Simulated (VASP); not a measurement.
# ZrS (I4/mmm) in VASP: a series of runs

ZrS is run at these levels: r2SCAN; tasks: single point.

Everything below comes from runs of VASP 6.6.1. Logs are shortened: lines on timing, memory, paths and dates and some standing lists are left out, and cuts for length are marked.

## (1) The cell of the first run

Symmetry: I4/mmm, No. 139, tetragonal system. The conventional cell has a = 3.732 Å, b = 3.732 Å, c = 5.194 Å, α = 90.00°, β = 90.00°, γ = 90.00°. Within 3.4 Å of Zr (site symmetry 4/mmm) lie 6 S at 2.60 to 2.64 Å. Within 3.4 Å of S (site symmetry 4/mmm) lie 6 Zr at 2.60 to 2.64 Å.

## (2) Single point, r2SCAN (biaxial strain in the a-b plane: +1.0 %)

Contents of POSCAR:

```
ZrS
1.0
    2.6385891458      2.6385891458      0.0000000000
   -2.6385891458      2.6385891458      0.0000000000
    0.0000000000      0.0000000000      5.1935794276
Zr S
2 2
Direct
    0.0000000000      0.0000000000      0.0000000000
    0.5000000000      0.5000000000      0.5000000000
    0.5000000000      0.5000000000      0.0000000000
    0.0000000000      0.0000000000      0.5000000000
```

Contents of INCAR.step1:

```
  ALGO = Normal
  EDIFF = 1E-4
  ENCUT = 520
  GGA = PE
  ISMEAR = 0
  LASPH = T
  LCHARG = F
  LREAL = F
  LWAVE = T
  NBANDS = 26
  NELM = 80
  PREC = Accurate
  SIGMA = 0.1
```

Contents of INCAR.step2:

```
  ALGO = Normal
  EDIFF = 1E-6
  ENCUT = 520
  ISIF = 2
  ISMEAR = 0
  ISTART = 1
  LASPH = T
  LCHARG = F
  LMIXTAU = T
  LREAL = F
  LWAVE = F
  METAGGA = R2SCAN
  NBANDS = 26
  NELM = 80
  PREC = Accurate
  SIGMA = 0.1
```

Contents of KPOINTS:

```
k-points
0
Gamma
  14 14 10
```

Potentials or basis: VASP PAW PBE potentials, release 64 (Zr_sv, S).

Run with:

```sh
cat potpaw_PBE.64/Zr_sv/POTCAR potpaw_PBE.64/S/POTCAR > POTCAR
cp INCAR.step1 INCAR
mpirun -np 1 vasp_std > vasp.out
cp INCAR.step2 INCAR
mpirun -np 1 vasp_std > vasp.out
```

OUTCAR:

```text
EDIFF = 1E-6
   ENCUT = 520
   ISIF = 2
   ISMEAR = 0
   ISTART = 1
   LASPH = T
   LREAL = F
   METAGGA = R2SCAN
   NELM = 80
   PREC = Accurate

 ion  position               nearest neighbor table
   1  0.000  0.000  0.000-   4 2.60   4 2.60   3 2.64   3 2.64   3 2.64   3 2.64   2 3.70   2 3.70
                             2 3.70   2 3.70   2 3.70   2 3.70   2 3.70   2 3.70
   2  0.500  0.500  0.500-   3 2.60   3 2.60   4 2.64   4 2.64   4 2.64   4 2.64   1 3.70   1 3.70
                             1 3.70   1 3.70   1 3.70   1 3.70   1 3.70   1 3.70
   3  0.500  0.500  0.000-   2 2.60   2 2.60   1 2.64   1 2.64   1 2.64   1 2.64
   4  0.000  0.000  0.500-   1 2.60   1 2.60   2 2.64   2 2.64   2 2.64   2 2.64

  LATTYP: Found a simple tetragonal cell.
 ALAT       =     3.7315285555
 C/A-ratio  =     1.3918101792

  Lattice vectors:

 A1 = (   2.6385891458,   2.6385891458,   0.0000000000)
 A2 = (  -2.6385891458,   2.6385891458,   0.0000000000)
 A3 = (   0.0000000000,   0.0000000000,   5.1935794276)

Analysis of symmetry for initial positions (statically):
=====================================================================
 Subroutine PRICEL returns following result:

  LATTYP: Found a body centered tetragonal cell.
 ALAT       =     3.7315285555
 C/A-ratio  =     1.3918101792

  Lattice vectors:

 A1 = (   0.0000000000,  -2.6385891458,  -2.5967897138)
 A2 = (   0.0000000000,   2.6385891458,  -2.5967897138)
 A3 = (   2.6385891458,   0.0000000000,   2.5967897138)

   2 primitive cells build up your supercell.

 Routine SETGRP: Setting up the symmetry group for a
 simple tetragonal supercell.

 Subroutine GETGRP returns: Found 16 space group operations
 (whereof 16 operations were pure point group operations)
 out of a pool of 16 trial point group operations.

The static configuration has the point symmetry D_4h.

Analysis of symmetry for dynamics (positions and initial velocities):
=====================================================================
 Subroutine PRICEL returns following result:

  LATTYP: Found a body centered tetragonal cell.
 ALAT       =     3.7315285555
 C/A-ratio  =     1.3918101792

  Lattice vectors:

 A1 = (   0.0000000000,  -2.6385891458,  -2.5967897138)
 A2 = (   0.0000000000,   2.6385891458,  -2.5967897138)
 A3 = (   2.6385891458,   0.0000000000,   2.5967897138)

   2 primitive cells build up your supercell.

 Routine SETGRP: Setting up the symmetry group for a
 simple tetragonal supercell.

 Subroutine GETGRP returns: Found 16 space group operations
 (whereof 16 operations were pure point group operations)
 out of a pool of 16 trial point group operations.

The dynamic configuration has the point symmetry D_4h.

 Subroutine INISYM returns: Found 16 space group operations
 (whereof 16 operations are pure point group operations),
 and found     2 'primitive' translations

----------------------------------------------------------------------------------------

                                     Primitive cell

  volume of cell :      36.1585

  direct lattice vectors                    reciprocal lattice vectors
     0.000000000 -2.638589146 -2.596789714     0.189495208 -0.189495208 -0.192545433
     0.000000000  2.638589146 -2.596789714     0.189495208  0.189495208 -0.192545433
     2.638589146  0.000000000  2.596789714     0.378990417  0.000000000  0.000000000

  length of vectors
     3.702089882  3.702089882  3.702089882     0.329985775  0.329985775  0.378990417

  position of ions in fractional coordinates (direct lattice)
     0.000000000  0.000000000  0.000000000
     0.500000000  0.500000000  0.000000000

  ion indices of the primitive-cell ions
   primitive index   ion index
                 1           1
                 2           4

----------------------------------------------------------------------------------------

 KPOINTS: k-points

Automatic generation of k-mesh.
 Grid dimensions read from file:
 generate k-points for:   14   14   10

 Generating k-lattice:

  Cartesian coordinates                     Fractional coordinates (reciprocal lattice)
     0.013535372  0.013535372  0.000000000     0.071428571  0.000000000  0.000000000
    -0.013535372  0.013535372  0.000000000     0.000000000  0.071428571  0.000000000
     0.000000000  0.000000000  0.019254543     0.000000000  0.000000000  0.100000000

  Length of vectors
     0.019141907  0.019141907  0.019254543

  Shift w.r.t. Gamma in fractional coordinates (k-lattice)
     0.000000000  0.000000000  0.000000000

 Subroutine IBZKPT returns following result:
 ===========================================

 Found    216 irreducible k-points:

 Following reciprocal coordinates:
            Coordinates               Weight
  0.000000  0.000000  0.000000      1.000000
  0.071429  0.000000  0.000000      4.000000
  0.142857  0.000000  0.000000      4.000000
  0.214286  0.000000  0.000000      4.000000
  0.285714  0.000000  0.000000      4.000000
  0.357143  0.000000  0.000000      4.000000
[... 16 lines left out ...]
  0.285714  0.214286  0.000000      8.000000
  0.357143  0.214286  0.000000      8.000000
 [... further k-points ...]
   k-points           NKPTS =    216   k-points in BZ     NKDIM =    216   number of bands    NBANDS=     26
   number of dos      NEDOS =    301   number of ions     NIONS =      4
   total plane-waves  NPLWV =  31360
   dimension x,y,z NGX =    28 NGY =   28 NGZ =   40
   dimension x,y,z NGXF=    56 NGYF=   56 NGZF=   80
   ions per type =               2   2
   NGX,Y,Z   is equivalent  to a cutoff of  12.47, 12.47, 12.80 a.u.
   NGXF,Y,Z  is equivalent  to a cutoff of  24.95, 24.95, 25.61 a.u.
 SYSTEM =  unknown system
   PREC   = accura    normal or accurate (medium, high low for compatibility)
   ISTART =      1    job   : 0-new  1-cont  2-samecut
   ICHARG =      0    charge: 1-file 2-atom 10-const
   ISPIN  =      1    spin polarized calculation?
   LNONCOLLINEAR =      F non collinear calculations
   LSORBIT =      F    spin-orbit coupling
   LASPH  =      T    aspherical Exc in radial PAW
   ENCUT  =  520.0 eV  38.22 Ry    6.18 a.u.   6.94  6.94  9.66*2*pi/ulx,y,z
   NELM   =     80;   NELMIN=  2; NELMDL=  0     # of ELM steps
   EDIFF  = 0.1E-05   stopping-criterion for ELM
   LREAL  =      F    real-space projection
   EDIFFG = 0.1E-04   stopping-criterion for IOM
   NSW    =      0    number of steps for IOM
   IBRION =     -1    ionic relax: 0-MD 1-quasi-New 2-CG
   NFREE  =      0    steps in history (QN), initial steepest desc. (CG)
   ISIF   =      2    stress and relaxation
   ISYM   =      2    0-nonsym 1-usesym 2-fastsym
   POTIM  = 0.5000    time-step for ionic-motion
   TEBEG  =    0.0;   TEEND  =   0.0 temperature during run
   PSTRESS=    0.0 pullay stress
   NELECT =      36.0000    total number of electrons
   NUPDOWN=      -1.0000    fix difference up-down
   EMIN   =  10.00;   EMAX   =-10.00  energy-range for DOS
   EFERMI =   0.00;   METHOD = LEGACY
   ISMEAR =     0;   SIGMA  =   0.10  broadening in eV -4-tet -1-fermi 0-gaus
   EFERMI_NEDOS =   21; number of points for ismear=-14 and -15
   IALGO  =     38    algorithm
   IMIX   =      4    mixing-type and parameters
     AMIX     =   0.40;   BMIX     =  1.00
     AMIX_MAG =   1.60;   BMIX_MAG =  1.00
  volume/ion in A,a.u.               =      18.08       122.00
  Fermi-wavevector in a.u.,A,eV,Ry     =   1.297465  2.451853 22.904248  1.683415
  Thomas-Fermi vector in A             =   2.428855
   LORBIT       =      0    0 simple, 1 ext, 2 COOP (PROOUT), +10 PAW based schemes
   METAGGA = R2SCAN    functional components
   LHFCALC =     F    Hartree Fock is set to
   AEXX    =    0.0000 exact exchange contribution
   IVDW    =     0    specifies the selected vdW correction
   LEPSILON=     F    determine dielectric tensor
   LRPA    =     F    only Hartree local field effects (RPA)
 non-spin polarized calculation
 Gauss-broadening in eV      SIGMA  =   0.10
  energy-cutoff  :      520.00
  volume of cell :       72.32
 maximum number of plane-waves:      1969
 NGX is ok and might be reduce to    28
   NGX = 13   NGY = 13   NGZ = 19

 number of electron      36.0000002 magnetization

 Free energy of the ion-electron system (eV)
  ---------------------------------------------------
  ext. energy  EPLUGINS =         0.00000000
  ---------------------------------------------------
  free energy    TOTEN  =       -67.75907970 eV

  energy without entropy =      -67.74698263  energy(sigma->0) =      -67.75303116

 E-fermi :  10.9497     XC(G=0): -11.9661

 val. band max:       10.9415456452   @ k =   0.2857   0.2857   0.0000
 cond. band min:      10.9608421580   @ k =   0.3571   0.2143   0.3000
 fundamental gap:      0.0192965128
 Fermi energy:        10.9497274451

 k-point     1 :       0.0000    0.0000    0.0000
  band No.  band energies     occupation
      1     -40.9329      2.00000
      2     -40.8955      2.00000
      3     -18.4981      2.00000
      4     -18.3272      2.00000
      5     -18.3272      2.00000
      6     -18.2192      2.00000
[... 18 lines left out ...]
     25      13.3159      0.00000
     26      13.3160      0.00000

 k-point     2 :       0.0714    0.0000    0.0000
  band No.  band energies     occupation
      1     -40.9320      2.00000
      2     -40.8956      2.00000
      3     -18.4940      2.00000
      4     -18.3350      2.00000
      5     -18.3246      2.00000
      6     -18.2222      2.00000
[... 18 lines left out ...]
     25      13.2843      0.00000
     26      13.4690      0.00000

 k-point     3 :       0.1429    0.0000    0.0000
  band No.  band energies     occupation
      1     -40.9294      2.00000
      2     -40.8957      2.00000
      3     -18.4820      2.00000
      4     -18.3565      2.00000
      5     -18.3172      2.00000
      6     -18.2531      2.00000
[... 572 lines left out ...]
 k-point    23 :       0.2857    0.2143    0.0000
  band No.  band energies     occupation
      1     -40.9149      2.00000
      2     -40.8966      2.00000
      3     -18.4141      2.00000
      4     -18.4127      2.00000
      5     -18.3724      2.00000
      6     -18.3300      2.00000
[... 18 lines left out ...]
     25      13.3378      0.00000
     26      13.5117      0.00000

 k-point    24 :       0.3571    0.2143    0.0000
  band No.  band energies     occupation
      1     -40.9104      2.00000
      2     -40.8977      2.00000
      3     -18.4374      2.00000
      4     -18.4093      2.00000
      5     -18.3909      2.00000
      6     -18.3155      2.00000
[... 18 lines left out ...]
     25      13.5812      0.00000
     26      13.9438      0.00000

 [... further k-points ...]
[... 5 lines left out ...]
  --------------------------------------------------------------------------------------
  -------------------------------------------------------------------------------------
  Total       -1.4272753     -1.4272753      0.3054265      0.0000000     -0.0000000     -0.0000000
  in kB      -31.6211758    -31.6211758      6.7667001      0.0000000     -0.0000000     -0.0000000
  external PRESSURE =     -18.8252172 kB  Pullay stress =       0.0000000 kB

 VOLUME and BASIS-vectors are now :
 -----------------------------------------------------------------------------
  energy-cutoff  :      520.00
  volume of cell :       72.32
      direct lattice vectors                 reciprocal lattice vectors
     2.638589146  2.638589146  0.000000000     0.189495208  0.189495208  0.000000000
    -2.638589146  2.638589146  0.000000000    -0.189495208  0.189495208  0.000000000
     0.000000000  0.000000000  5.193579428     0.000000000  0.000000000  0.192545433

 POSITION                                       TOTAL-FORCE (eV/Angst)
 -----------------------------------------------------------------------------------
      0.00000      0.00000      0.00000        -0.000000     -0.000000     -0.000000
      0.00000      2.63859      2.59679         0.000000      0.000000     -0.000000
      0.00000      2.63859      0.00000        -0.000000     -0.000000      0.000000
      0.00000      0.00000      2.59679        -0.000000      0.000000      0.000000
 -----------------------------------------------------------------------------------
    total drift:                               -0.000000      0.000000      0.000000

  FREE ENERGIE OF THE ION-ELECTRON SYSTEM (eV)
  ---------------------------------------------------
  free  energy   TOTEN  =       -67.7590796998 eV

  energy  without entropy=      -67.7469826250  energy(sigma->0) =      -67.75303116
```

Run time: 7.1 min. Hardware: 1 thread of Intel Xeon 6975P-C (Granite Rapids), shared host; peak memory 0.43 GiB.

What came out:

- Free energy: -67.7591 eV
- Pressure: -1.9 GPa
- Band gap on the k mesh: zero (bands 18 and 19 overlap by 2.94 eV)

Stress tensor (GPa, compression positive):
```
-3.16  0.00  0.00
 0.00 -3.16  0.00
 0.00  0.00  0.68
```

Levels at points of the mesh, in eV from the Fermi level:
```csv
k point,band 14,band 15,band 16,band 17,band 18,band 19,band 20,band 21,band 22,band 23
"(0.00, 0.00, 0.00)",-4.01,-4.01,-3.97,-3.53,-1.49,-1.49,-1.32,-0.72,-0.68,0.59
"(0.50, 0.00, 0.00)",-6.26,-5.97,-5.97,0.28,0.28,0.62,0.62,1.29,1.29,1.69
"(0.50, 0.50, 0.00)",-4.94,-4.93,-4.93,-3.55,-3.55,0.50,0.50,2.33,2.33,2.43
"(0.00, 0.00, 0.50)",-4.90,-4.90,-4.90,-2.61,-2.61,-0.12,-0.12,1.32,1.32,1.32
"(0.50, 0.00, 0.50)",-6.46,-6.44,-6.44,1.45,1.45,1.52,1.52,1.84,1.84,2.08
"(0.50, 0.50, 0.50)",-6.43,-6.43,-6.43,0.12,0.12,0.12,0.12,1.88,1.88,2.34
```

Caveat: the cell differs from its parent crystal (biaxial strain in the a-b plane: +1.0 %); the PAW data sets were made with another functional, which shifts forces and pressure a little.

## (3) Single point, r2SCAN (biaxial strain in the a-b plane: -2.0 %, then relaxed in part)

Contents of POSCAR:

```
ZrS
1.0
    2.5602152108      2.5602152108      0.0000000000
   -2.5602152108      2.5602152108      0.0000000000
    0.0000000000      0.0000000000      5.2585698755
Zr S
2 2
Direct
    0.0000000000      0.0000000000      0.0000000000
    0.5000000000      0.5000000000      0.5000000000
    0.5000000000      0.5000000000      0.0000000000
    0.0000000000      0.0000000000      0.5000000000
```

Contents of INCAR.step1:

```
  PREC = Accurate
  ENCUT = 520
  ISMEAR = 0
  SIGMA = 0.1
  LREAL = F
  LASPH = T
  NELM = 100
  NBANDS = 26
  GGA = PE
  ALGO = Normal
  EDIFF = 1E-4
  LWAVE = T
  LCHARG = F
```

Contents of INCAR.step2:

```
  PREC = Accurate
  ENCUT = 520
  EDIFF = 1E-6
  ISMEAR = 0
  SIGMA = 0.1
  LREAL = F
  LASPH = T
  NELM = 100
  ALGO = Normal
  ISIF = 2
  LWAVE = F
  LCHARG = T
  METAGGA = R2SCAN
  LMIXTAU = T
  LELF = T
  LVHAR = T
  NBANDS = 26
  ISTART = 1
```

Contents of KPOINTS:

```
Automatic mesh
0
Gamma
  14 14 10
```

Potentials or basis: VASP PAW PBE potentials, release 64 (Zr_sv, S).

Run with:

```sh
cat potpaw_PBE.64/Zr_sv/POTCAR potpaw_PBE.64/S/POTCAR > POTCAR
cp INCAR.step1 INCAR
mpirun -np 1 vasp_std > vasp.out
cp INCAR.step2 INCAR
mpirun -np 1 vasp_std > vasp.out
```

Run time: 9.7 min. Hardware: 1 thread of AMD EPYC 9R45 (Zen 5), shared host; peak memory 0.4 GiB.

Results (log left out):

```
Free energy            : -67.7030 eV
Pressure               : 5.3 GPa
Band gap on the k mesh : zero (bands 18 and 19 overlap by 3.00 eV)
```

Stress tensor (GPa, compression positive):
```
 8.03  0.00  0.00
 0.00  8.03  0.00
 0.00  0.00 -0.05
```

Levels at points of the mesh, in eV from the Fermi level:
```
           k point  band 14  band 15  band 16  band 17  band 18  band 19  band 20  band 21  band 22  band 23
(0.00, 0.00, 0.00)    -4.06    -3.97    -3.97    -3.79    -1.74    -1.43    -1.43    -0.84    -0.71     0.45
(0.50, 0.00, 0.00)    -6.52    -6.26    -6.26     0.47     0.47     0.92     0.92     1.24     1.24     1.91
(0.50, 0.50, 0.00)    -5.04    -5.02    -5.02    -3.76    -3.76     0.59     0.59     2.45     2.45     2.68
(0.00, 0.00, 0.50)    -4.78    -4.78    -4.78    -2.93    -2.93    -0.17    -0.17     1.25     1.25     1.25
(0.50, 0.00, 0.50)    -6.66    -6.64    -6.64     1.57     1.57     1.67     1.67     2.03     2.03     2.12
(0.50, 0.50, 0.50)    -6.43    -6.43    -6.43    -0.20    -0.20    -0.20    -0.20     2.12     2.12     2.69
```

Caveat: the cell differs from its parent crystal (biaxial strain in the a-b plane: -2.0 %, then relaxed in part); the cell stands under pressure; the PAW data sets were made with another functional, which shifts forces and pressure a little.
